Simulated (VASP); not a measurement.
A run of VASP 6.6.1 is set up as follows.

The input INCAR:

```
SYSTEM = Fe
PREC = Accurate ; ENCUT = 520
EDIFF = 1E-7 ; ISMEAR = -1
SIGMA = 0.06122561905347299 ; LREAL = .FALSE.
LASPH = .TRUE. ; NELM = 80
ALGO = Normal ; ISIF = 2
LWAVE = .FALSE. ; LCHARG = .FALSE.
GGA = PE ; NBANDS = 10
```

KPOINTS

```
Automatic mesh
0
G
  18 18 18
  0 0 0
```

The input POSCAR:

```
Fe
1.0
    0.0000000000      1.6898301359      1.6898301359
    1.6898301359      0.0000000000      1.6898301359
    1.6898301359      1.6898301359      0.0000000000
Fe
1
Direct
    0.0000000000      0.0000000000      0.0000000000
```

Potentials or basis: VASP PAW PBE potentials, release 64 (Fe).

Launch:

```bash
$ cat potpaw_PBE.64/Fe/POTCAR > POTCAR
$ mpirun -np 1 vasp_std > vasp.out
```

Question: Estimate the pressure.

Answer: 19.3 GPa.

Question: Estimate the band gap on the k mesh.

Answer: Zero (band 4 reaches 8.87 eV, above the bottom of band 5 at 6.71 eV).

Caveat: the run has no spin polarisation, though such a crystal can be magnetic. Spin polarisation is off, so any magnetic state and its effect on volume and gap are missing.
